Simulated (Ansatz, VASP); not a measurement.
**One calculation of Mo3Ru, two programs**

```xyz
4
Lattice="2.7654 0.0000 0.0000 -1.3827 2.3949 0.0000 0.0000 0.0000 9.3298" Properties=species:S:1:pos:R:3 pbc="T T T"
Mo    0.0000    1.5966    6.8774
Mo    0.0000    1.5966    2.4523
Mo    1.3827    0.7983    0.0000
Ru    1.3827    0.7983    4.6649
```

Alike in both runs: functional PBE; k mesh 18 × 18 × 6; occupations gaussian, width 0.1 eV; no spin polarisation.

Ansatz relaxed the structure, and its values are those at the end. VASP's run is a single point on that final structure, the one shown.

|  | VASP | Ansatz |
| --- | --- | --- |
| version | VASP 6.6.1 | Ansatz 0.2.0 |
| potentials or method | VASP PAW PBE potentials, release 64 (Mo_sv, Ru_pv), cutoff 520 eV | scalar-relativistic, plane waves, PAW |
| valence electrons in the cell | 56 | 58 |

```csv
,VASP,Ansatz,Ansatz less VASP
gap on the k mesh at the Fermi level (eV),none,none,-
pressure (GPa),0.4,0.0,-0.36
```

A gap of «none» marks a metal or a gap that the smearing closes. VASP's potentials hold 56 valence electrons a cell and Ansatz's 58, so a difference there can come from the potentials and not from the codes.
